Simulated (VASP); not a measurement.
Write the native input for VASP 6.6.1 that does the following.

- Task: relaxation of the atoms
- Functional: LDA
- Potentials or basis: VASP PAW LDA potentials, release 64 (W_sv)
- Cutoff: 520 eV
- k mesh: 10 × 7 × 1
- Occupations: gaussian, width 0.1 eV
- Spin: no spin polarisation
- Dipole correction: yes
- Atoms held fixed (from 0): [0, 1]
- Further INCAR settings: ALGO = Fast; EDIFF = 1e-07; IBRION = 2; EDIFFG = -0.03; NSW = 70

The structure of W lies in POSCAR:

```
W
1.0
    2.8093052383      0.0000000000      0.0000000000
    0.0000000000      3.9729575688      0.0000000000
    0.0000000000      0.0000000000     18.2139578574
W
4
Selective dynamics
Direct
    0.5000000000      0.5000000000      0.3843206433  F F F
    0.0000000000      0.0000000000      0.4614402144  F F F
    0.5000000000      0.5000000000      0.5385597856  T T T
    0.0000000000      0.0000000000      0.6156793567  T T T
```

The input as run:

INCAR

```
SYSTEM = W
  ALGO = Fast
  DIPOL = 0.5 0.5 0.500
  EDIFF = 1E-7
  EDIFFG = -0.03
  ENCUT = 520
  IBRION = 2
  IDIPOL = 3
  ISIF = 2
  ISMEAR = 0
  LASPH = .True.
  LCHARG = .False.
  LDIPOL = .True.
  LREAL = .False.
  LWAVE = .False.
  NELM = 60
  NSW = 70
  PREC = Accurate
  SIGMA = 0.1
```

KPOINTS

```
k-points
0
Gamma
  10 7 1
  0 0 0
```

Potentials or basis: VASP PAW LDA potentials, release 64 (W_sv).

Run with:

```console
$ cat potpaw_LDA.64/W_sv/POTCAR > POTCAR
$ mpirun -np 1 vasp_std > vasp.out
```

It gave:

```yaml
Energy_gained_by_relaxing: 95.2 meV/atom
Ionic_steps: 8
Band_gap_on_the_k_mesh: zero (bands 28 and 29 overlap by 0.76 eV)
```

Caveat: spin-orbit coupling is left out, which moves the levels of the heavy elements.

It took 30 min on 1 thread of Oxide Virtual Turin-like Processor, on a shared host, peak memory 0.29 GiB.
